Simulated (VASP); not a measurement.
# MnO (Fm-3m) in VASP: notebook

MnO is run at these levels: LDA, r2SCAN; tasks: single point.

Program: VASP 6.6.1. These are calculated values, not measurements. Logs are shortened: lines on timing, memory, paths and dates and some standing lists are left out, and cuts for length are marked.

**1. The cell of the first run**

The structure is cubic, space group Fm-3m (No. 225). Conventional cell: a = 4.506 Å, b = 4.506 Å, c = 4.506 Å, α = 90.00°, β = 90.00°, γ = 90.00°. Within 3.0 Å of Mn (site symmetry m-3m) lie 6 O at 2.25 Å. O (site symmetry m-3m) has 6 Mn at 2.25 Å within 3.0 Å.

**2. Single point, LDA, collinear spin, ferromagnetic start**

File INCAR:

```
PREC     = Accurate       # precision mode
ENCUT    = 520            # plane-wave cutoff, eV
EDIFF    = 1E-6           # SCF threshold, eV
ISMEAR   = -1             # smearing method
SIGMA    = 0.05           # smearing width, eV
LREAL    = F              # projectors in reciprocal space
LASPH    = T              # aspherical terms in the spheres
NELM     = 150            # most SCF steps
ALGO     = Normal         # electronic algorithm
ISIF     = 2              # what is computed and relaxed
LWAVE    = F              # write WAVECAR
LCHARG   = F              # write CHGCAR
ISPIN    = 2              # spin polarisation
MAGMOM   = 4 0            # initial moments
LORBIT   = 11             # projections on sites
LMAXMIX  = 4              # l up to which the mixer works
GGA      = CA             # functional
NBANDS   = 20             # bands
```

File KPOINTS:

```
regular mesh
0
Gamma
  10 10 10
```

File POSCAR:

```
MnO
1.0
    0.0000000000      2.2531730023      2.2531730023
    2.2531730023      0.0000000000      2.2531730023
    2.2531730023      2.2531730023      0.0000000000
Mn O
1 1
Direct
    0.0000000000      0.0000000000      0.0000000000
    0.5000000000      0.5000000000      0.5000000000
```

Potentials or basis: VASP PAW LDA potentials, release 64 (Mn_pv, O).

The run is started by

```bash
cat potpaw_LDA.64/Mn_pv/POTCAR potpaw_LDA.64/O/POTCAR > POTCAR
mpirun -np 1 vasp_std > vasp.out
```

OUTCAR:

```text
PREC = Accurate
   ENCUT = 520
   EDIFF = 1E-6
   ISMEAR = -1
   LREAL = F
   LASPH = T
   NELM = 150
   ISIF = 2
   ISPIN = 2
   LORBIT = 11
   GGA = CA

 ion  position               nearest neighbor table
   1  0.000  0.000  0.000-   2 2.25   2 2.25   2 2.25   2 2.25   2 2.25   2 2.25
   2  0.500  0.500  0.500-   1 2.25   1 2.25   1 2.25   1 2.25   1 2.25   1 2.25

  LATTYP: Found a face centered cubic cell.
 ALAT       =     4.5063460046

  Lattice vectors:

 A1 = (   0.0000000000,   2.2531730023,   2.2531730023)
 A2 = (   2.2531730023,   0.0000000000,   2.2531730023)
 A3 = (   2.2531730023,   2.2531730023,   0.0000000000)

Analysis of symmetry for initial positions (statically):
=====================================================================
 Subroutine PRICEL returns:
 Original cell was already a primitive cell.

 Routine SETGRP: Setting up the symmetry group for a
 face centered cubic supercell.

 Subroutine GETGRP returns: Found 48 space group operations
 (whereof 48 operations were pure point group operations)
 out of a pool of 48 trial point group operations.

The static configuration has the point symmetry O_h .

Analysis of symmetry for dynamics (positions and initial velocities):
=====================================================================
 Subroutine PRICEL returns:
 Original cell was already a primitive cell.

 Routine SETGRP: Setting up the symmetry group for a
 face centered cubic supercell.

 Subroutine GETGRP returns: Found 48 space group operations
 (whereof 48 operations were pure point group operations)
 out of a pool of 48 trial point group operations.

The dynamic configuration has the point symmetry O_h .

Analysis of structural, dynamic, and magnetic symmetry:
=====================================================================
 Subroutine PRICEL returns:
 Original cell was already a primitive cell.

 Routine SETGRP: Setting up the symmetry group for a
 face centered cubic supercell.

 Subroutine GETGRP returns: Found 48 space group operations
 (whereof 48 operations were pure point group operations)
 out of a pool of 48 trial point group operations.

The overall configuration has the point symmetry O_h .

 Subroutine INISYM returns: Found 48 space group operations
 (whereof 48 operations are pure point group operations),
 and found     1 'primitive' translations

----------------------------------------------------------------------------------------

                                     Primitive cell

  volume of cell :      22.8778

  direct lattice vectors                    reciprocal lattice vectors
     0.000000000  2.253173002  2.253173002    -0.221909281  0.221909281  0.221909281
     2.253173002  0.000000000  2.253173002     0.221909281 -0.221909281  0.221909281
     2.253173002  2.253173002  0.000000000     0.221909281  0.221909281 -0.221909281

  length of vectors
     3.186467818  3.186467818  3.186467818     0.384358149  0.384358149  0.384358149

  position of ions in fractional coordinates (direct lattice)
     0.000000000  0.000000000  0.000000000
     0.500000000  0.500000000  0.500000000

  ion indices of the primitive-cell ions
   primitive index   ion index
                 1           1
                 2           2

----------------------------------------------------------------------------------------

 KPOINTS: regular mesh

Automatic generation of k-mesh.
 Grid dimensions read from file:
 generate k-points for:   10   10   10

 Generating k-lattice:

  Cartesian coordinates                     Fractional coordinates (reciprocal lattice)
    -0.022190928  0.022190928  0.022190928     0.100000000  0.000000000  0.000000000
     0.022190928 -0.022190928  0.022190928     0.000000000  0.100000000  0.000000000
     0.022190928  0.022190928 -0.022190928     0.000000000  0.000000000  0.100000000

  Length of vectors
     0.038435815  0.038435815  0.038435815

  Shift w.r.t. Gamma in fractional coordinates (k-lattice)
     0.000000000  0.000000000  0.000000000

 Subroutine IBZKPT returns following result:
 ===========================================

 Found     47 irreducible k-points:

 Following reciprocal coordinates:
            Coordinates               Weight
  0.000000  0.000000  0.000000      1.000000
  0.100000  0.000000  0.000000      8.000000
  0.200000  0.000000  0.000000      8.000000
  0.300000  0.000000  0.000000      8.000000
  0.400000  0.000000  0.000000      8.000000
  0.500000  0.000000  0.000000      4.000000
[... 16 lines left out ...]
  0.300000  0.300000  0.000000      6.000000
  0.400000  0.300000  0.000000     24.000000
 [... further k-points ...]
   k-points           NKPTS =     47   k-points in BZ     NKDIM =     47   number of bands    NBANDS=     20
   number of dos      NEDOS =    301   number of ions     NIONS =      2
   total plane-waves  NPLWV =  13824
   dimension x,y,z NGX =    24 NGY =   24 NGZ =   24
   dimension x,y,z NGXF=    48 NGYF=   48 NGZF=   48
[... 26 lines left out ...]
   EMIN   =  10.00;   EMAX   =-10.00  energy-range for DOS
   EFERMI =   0.00;   METHOD = LEGACY
   ISMEAR =    -1;   SIGMA  =   0.05  broadening in eV -4-tet -1-fermi 0-gaus
   EFERMI_NEDOS =   21; number of points for ismear=-14 and -15
   IALGO  =     38    algorithm
   IMIX   =      4    mixing-type and parameters
     AMIX     =   0.40;   BMIX     =  1.00
     AMIX_MAG =   1.60;   BMIX_MAG =  1.00
  volume/ion in A,a.u.               =      11.44        77.19
  Fermi-wavevector in a.u.,A,eV,Ry     =   1.538821  2.907950 32.218197  2.367971
  Thomas-Fermi vector in A             =   2.645136
   LORBIT       =     11    0 simple, 1 ext, 2 COOP (PROOUT), +10 PAW based schemes
   GGA     = CA    functional components
   LHFCALC =     F    Hartree Fock is set to
   AEXX    =    0.0000 exact exchange contribution
   IVDW    =     0    specifies the selected vdW correction
   LEPSILON=     F    determine dielectric tensor
   LRPA    =     F    only Hartree local field effects (RPA)
 spin polarized calculation
  energy-cutoff  :      520.00
  volume of cell :       22.88
 maximum number of plane-waves:       636
   NGX = 11   NGY = 11   NGZ = 11

 number of electron      18.9999994 magnetization       4.6591233

 Free energy of the ion-electron system (eV)
  ---------------------------------------------------
  ext. energy  EPLUGINS =         0.00000000
  ---------------------------------------------------
  free energy    TOTEN  =       -17.48465845 eV

  energy without entropy =      -17.47343541  energy(sigma->0) =      -17.47904693

 E-fermi :   6.6674     XC(G=0): -12.1596

 val. band max:        6.6610484873   @ k =  -0.3000   0.3000   0.0000
 cond. band min:       6.6818821905   @ k =  -0.4000   0.2000   0.0000
 fundamental gap:      0.0208337032
 Fermi energy:         6.6673562609

 spin component 1

 k-point     1 :       0.0000    0.0000    0.0000
  band No.  band energies     occupation
      1     -43.0505      1.00000
      2     -43.0505      1.00000
      3     -43.0505      1.00000
      4     -12.9867      1.00000
      5       3.0633      1.00000
      6       3.0633      1.00000
[... 12 lines left out ...]
     19      25.6453      0.00000
     20      25.6453      0.00000
[... 507 lines left out ...]
 k-point    24 :       0.4000    0.3000    0.0000
  band No.  band energies     occupation
      1     -43.0914      1.00000
      2     -43.0679      1.00000
      3     -43.0663      1.00000
      4     -12.1894      1.00000
      5      -0.2012      1.00000
      6       1.6414      1.00000
[... 12 lines left out ...]
     19      30.5855      0.00000
     20      32.5403      0.00000

 [... further k-points ...]

 spin component 2

 k-point     1 :       0.0000    0.0000    0.0000
  band No.  band energies     occupation
      1     -38.8657      1.00000
      2     -38.8657      1.00000
      3     -38.8657      1.00000
      4     -12.5355      1.00000
      5       3.4935      1.00000
      6       3.4935      1.00000
[... 12 lines left out ...]
     19      27.3393      0.00000
     20      27.3393      0.00000
[... 507 lines left out ...]
 k-point    24 :       0.4000    0.3000    0.0000
  band No.  band energies     occupation
      1     -38.9174      1.00000
      2     -38.8874      1.00000
      3     -38.8853      1.00000
      4     -11.7541      1.00000
      5       0.5383      1.00000
      6       2.3844      1.00000
[... 12 lines left out ...]
     19      31.6602      0.00000
     20      33.4731      0.00000

 [... further k-points ...]

------------------------ aborting loop because EDIFF is reached ----------------------------------------

  FORCE on cell =-STRESS in cart. coord.  units (eV):
  Direction    XX          YY          ZZ          XY          YZ          ZX
  --------------------------------------------------------------------------------------
  -------------------------------------------------------------------------------------
  Total       -2.8410016     -2.8410016     -2.8410016      0.0000000      0.0000000     -0.0000000
  in kB     -198.9612231   -198.9612231   -198.9612231      0.0000000      0.0000000     -0.0000000
  external PRESSURE =    -198.9612231 kB  Pullay stress =       0.0000000 kB

 VOLUME and BASIS-vectors are now :
 -----------------------------------------------------------------------------
  energy-cutoff  :      520.00
  volume of cell :       22.88
      direct lattice vectors                 reciprocal lattice vectors
     0.000000000  2.253173002  2.253173002    -0.221909281  0.221909281  0.221909281
     2.253173002  0.000000000  2.253173002     0.221909281 -0.221909281  0.221909281
     2.253173002  2.253173002  0.000000000     0.221909281  0.221909281 -0.221909281

 POSITION                                       TOTAL-FORCE (eV/Angst)
 -----------------------------------------------------------------------------------
      0.00000      0.00000      0.00000         0.000000      0.000000      0.000000
      2.25317      2.25317      2.25317         0.000000      0.000000      0.000000
 -----------------------------------------------------------------------------------
    total drift:                                0.000000     -0.000000     -0.000000

  FREE ENERGIE OF THE ION-ELECTRON SYSTEM (eV)
  ---------------------------------------------------
  free  energy   TOTEN  =       -17.4846584541 eV

  energy  without entropy=      -17.4734354074  energy(sigma->0) =      -17.47904693

 total charge

# of ion       s       p       d       tot
------------------------------------------
    1        0.200   6.164   4.972  11.337
    2        1.549   3.362   0.000   4.911
--------------------------------------------------
tot          1.750   9.526   4.972  16.248

 magnetization (x)

# of ion       s       p       d       tot
------------------------------------------
    1        0.029   0.020   4.168   4.217
    2        0.028   0.166   0.000   0.193
--------------------------------------------------
tot          0.057   0.185   4.168   4.410
```

Run time: 12 s. Hardware: 1 thread of Intel Xeon 6975P-C (Granite Rapids), shared host; peak memory 0.15 GiB.

Results:

```
Free energy                                           : -17.4847 eV
Pressure                                              : -19.9 GPa
Net moment                                            : 4.66 μB per cell
Site moments                                          : Mn +4.22; O +0.19 μB
Valence electrons inside the program's atomic spheres : Mn 11.34; O 4.91
```

Levels at points of the mesh, in eV from the Fermi level:
Spin up:
```tsv
k point	band 10	band 11	band 12	band 13	band 14	band 15
(0.00, 0.00, 0.00)	-2.92	-2.45	-2.45	-0.52	13.92	15.99
(0.50, 0.00, 0.00)	-1.68	0.26	0.26	3.46	7.42	11.57
(0.50, 0.50, 0.00)	-1.81	-1.81	-1.74	4.79	7.60	10.28
```
Spin down:
```tsv
k point	band 3	band 4	band 5	band 6	band 7	band 8	band 9	band 10	band 11	band 12
(0.00, 0.00, 0.00)	-45.53	-19.20	-3.17	-3.17	-3.17	0.49	0.49	0.49	0.50	1.11
(0.50, 0.00, 0.00)	-45.54	-18.28	-7.11	-4.63	-4.63	1.63	1.64	1.64	3.29	3.29
(0.50, 0.50, 0.00)	-45.56	-18.30	-6.14	-4.12	-4.12	-0.96	1.67	1.84	2.05	2.05
```

Caveat: the cell stands under tension; a cell with one magnetic atom can't hold antiferromagnetic order, which such compounds often take; semilocal functionals often make such compounds metallic where correlation or magnetic order opens a gap, which also shifts bond lengths. With open d or f shells a metallic result of LDA can be an artefact of self-interaction; +U or a hybrid may open a gap.

**3. Single point, r2SCAN, collinear spin, ferromagnetic start**

This run uses another cell than the first one, of 10.78 Å³/atom.

File POSCAR:

```
MnO
1.0
    0.0000000000      2.2089816980      2.2089816980
    2.2089816980      0.0000000000      2.2089816980
    2.2089816980      2.2089816980      0.0000000000
Mn O
1 1
Direct
    0.0000000000      0.0000000000      0.0000000000
    0.5000000000      0.5000000000      0.5000000000
```

File INCAR.step1:

```
  PREC = Accurate
  ENCUT = 520
  ISMEAR = -1
  SIGMA = 0.05
  LREAL = F
  LASPH = T
  NELM = 150
  ISPIN = 2
  MAGMOM = 4 0
  LMAXMIX = 4
  NBANDS = 20
  GGA = PE
  ALGO = Normal
  EDIFF = 1E-4
  LWAVE = T
  LCHARG = F
```

File INCAR.step2:

```
  PREC = Accurate
  ENCUT = 520
  EDIFF = 1E-6
  ISMEAR = -1
  SIGMA = 0.05
  LREAL = F
  LASPH = T
  NELM = 150
  ALGO = Normal
  ISIF = 2
  LWAVE = F
  LCHARG = F
  ISPIN = 2
  MAGMOM = 4 0
  LORBIT = 11
  LMAXMIX = 4
  METAGGA = R2SCAN
  LMIXTAU = T
  NBANDS = 20
  ISTART = 1
```

KPOINTS is that of step 2.

Potentials or basis: VASP PAW PBE potentials, release 64 (Mn_pv, O).

The run is started by

```bash
cat potpaw_PBE.64/Mn_pv/POTCAR potpaw_PBE.64/O/POTCAR > POTCAR
cp INCAR.step1 INCAR
mpirun -np 1 vasp_std > vasp.out
cp INCAR.step2 INCAR
mpirun -np 1 vasp_std > vasp.out
```

Wall time 48 s (1 thread of Intel Xeon 6975P-C (Granite Rapids), shared host); peak memory 0.17 GiB.

It converged, with:

```yaml
Free_energy: -24.4802 eV
Pressure: 3.9 GPa
Band_gap_on_the_k_mesh: zero (filled and empty bands overlap)
Net_moment: 4.99 μB per cell
Site_moments: Mn +4.54; O +0.24 μB
Valence_electrons_inside_the_program's_atomic_spheres: Mn 11.36; O 5.04
```

Levels at points of the mesh, in eV from the Fermi level:
Spin up:
```csv
k point,band 8,band 9,band 10,band 11,band 12,band 13,band 14,band 15,band 16,band 17
"(0.00, 0.00, 0.00)",-3.71,-3.71,-3.71,-3.20,-3.20,-0.15,14.63,17.05,17.05,17.05
"(0.50, 0.00, 0.00)",-2.83,-2.83,-2.31,-0.09,-0.09,3.96,8.42,12.61,12.61,19.37
"(0.50, 0.50, 0.00)",-4.67,-2.78,-2.56,-2.56,-2.40,5.54,8.54,10.88,14.64,14.64
```
Spin down:
```
           k point  band 4  band 5  band 6  band 7  band 8  band 9  band 10  band 11
(0.00, 0.00, 0.00)  -21.01   -3.47   -3.47   -3.47    1.62    1.73     1.73     1.73
(0.50, 0.00, 0.00)  -20.00   -7.63   -4.97   -4.97    3.02    3.13     3.13     4.87
(0.50, 0.50, 0.00)  -20.04   -6.70   -4.52   -4.52   -0.07    3.10     3.32     3.62
```

Caveat: the cell stands under pressure; the PAW data sets were made with another functional, which shifts forces and pressure a little; a cell with one magnetic atom can't hold antiferromagnetic order, which such compounds often take; semilocal functionals often make such compounds metallic where correlation or magnetic order opens a gap, which also shifts bond lengths. With open d or f shells a metallic result of r2SCAN can be an artefact of self-interaction; +U or a hybrid may open a gap.

**4. Single point, r2SCAN, collinear spin, ferromagnetic start**

This run uses another cell than the first one, of 11.22 Å³/atom.

File POSCAR:

```
MnO
1.0
    0.0000000000      2.2386359976      2.2386359976
    2.2386359976      0.0000000000      2.2386359976
    2.2386359976      2.2386359976      0.0000000000
Mn O
1 1
Direct
    0.0000000000      0.0000000000      0.0000000000
    0.5000000000      0.5000000000      0.5000000000
```

File INCAR.step1:

```
SYSTEM = MnO
ALGO = Normal ; EDIFF = 1E-4
ENCUT = 520 ; GGA = PE
ISMEAR = -1 ; ISPIN = 2
LASPH = .True. ; LCHARG = .False.
LMAXMIX = 4 ; LREAL = .False.
LWAVE = .True. ; MAGMOM = 4 0
NBANDS = 20 ; NELM = 150
PREC = Accurate ; SIGMA = 0.05
```

File INCAR.step2:

```
SYSTEM = MnO
ALGO = Normal ; EDIFF = 1E-6
ENCUT = 520 ; ISIF = 2
ISMEAR = -1 ; ISPIN = 2
ISTART = 1 ; LASPH = .True.
LCHARG = .False. ; LMAXMIX = 4
LMIXTAU = .True. ; LORBIT = 11
LREAL = .False. ; LWAVE = .False.
MAGMOM = 4 0 ; METAGGA = R2SCAN
NBANDS = 20 ; NELM = 150
PREC = Accurate ; SIGMA = 0.05
```

File KPOINTS:

```
k-points
0
Gamma
  10 10 10
  0 0 0
```

The run is started by

```bash
cat potpaw_PBE.64/Mn_pv/POTCAR potpaw_PBE.64/O/POTCAR > POTCAR
cp INCAR.step1 INCAR
mpirun -np 1 vasp_std > vasp.out
cp INCAR.step2 INCAR
mpirun -np 1 vasp_std > vasp.out
```

It took 39 s on 1 thread of Intel Xeon 6975P-C (Granite Rapids), shared host; peak memory 0.17 GiB.

The run converged. Its results:

```
Free energy                                           : -24.4829 eV
Pressure                                              : -2.7 GPa
Band gap on the k mesh                                : zero (filled and empty bands overlap)
Net moment                                            : 5.00 μB per cell
Site moments                                          : Mn +4.55; O +0.23 μB
Valence electrons inside the program's atomic spheres : Mn 11.32; O 5.02
```

Levels at points of the mesh, in eV from the Fermi level:
Spin up:
| k point | band 10 | band 11 | band 12 | band 13 | band 14 | band 15 |
| --- | --- | --- | --- | --- | --- | --- |
| (0.00, 0.00, 0.00) | -3.63 | -3.16 | -3.16 | -0.27 | 14.56 | 16.76 |
| (0.50, 0.00, 0.00) | -2.31 | -0.16 | -0.16 | 3.92 | 8.11 | 12.38 |
| (0.50, 0.50, 0.00) | -2.57 | -2.57 | -2.45 | 5.30 | 8.36 | 10.71 |
Spin down:
```tsv
k point	band 3	band 4	band 5	band 6	band 7	band 8	band 9	band 10	band 11	band 12
(0.00, 0.00, 0.00)	-46.29	-20.65	-3.27	-3.27	-3.27	1.48	1.85	1.85	1.85	2.51
(0.50, 0.00, 0.00)	-46.30	-19.73	-7.26	-4.67	-4.67	3.05	3.16	3.16	4.78	4.78
(0.50, 0.50, 0.00)	-46.32	-19.75	-6.38	-4.28	-4.28	0.16	3.13	3.28	3.62	3.62
```

Caveat: the PAW data sets were made with another functional, which shifts forces and pressure a little; a cell with one magnetic atom can't hold antiferromagnetic order, which such compounds often take; semilocal functionals often make such compounds metallic where correlation or magnetic order opens a gap, which also shifts bond lengths. With open d or f shells a metallic result of r2SCAN can be an artefact of self-interaction; +U or a hybrid may open a gap.

**5. The runs side by side**

| level | potentials or basis | cell | gap on the mesh (eV) | pressure (GPa) | moment (μB) |
| --- | --- | --- | --- | --- | --- |
| LDA | VASP PAW LDA potentials, release 64 (Mn_pv, O) | a = 3.186 Å, angles 60.0°, 2 atoms | none | -19.9 | 4.66 |
| r2SCAN | VASP PAW PBE potentials, release 64 (Mn_pv, O) | a = 3.124 Å, angles 60.0°, 2 atoms | none | 3.9 | 4.99 |
| r2SCAN | VASP PAW PBE potentials, release 64 (Mn_pv, O) | a = 3.166 Å, angles 60.0°, 2 atoms | none | -2.7 | 5.00 |

Alike in all rows: task single point; spin collinear, ferromagnetic start; k mesh 10 × 10 × 10; cutoff (eV) 520; smearing fermi-dirac 0.05 eV.

Caveats: a cell with one magnetic atom can't hold antiferromagnetic order, which such compounds often take; semilocal functionals often make such compounds metallic where correlation or magnetic order opens a gap, which also shifts bond lengths; the PAW data sets were made with another functional, which shifts forces and pressure a little (at least some runs); the cell stands under tension (at least some runs); the cell stands under pressure (at least some runs).

Absolute energies hang on the potentials; compare differences alone.
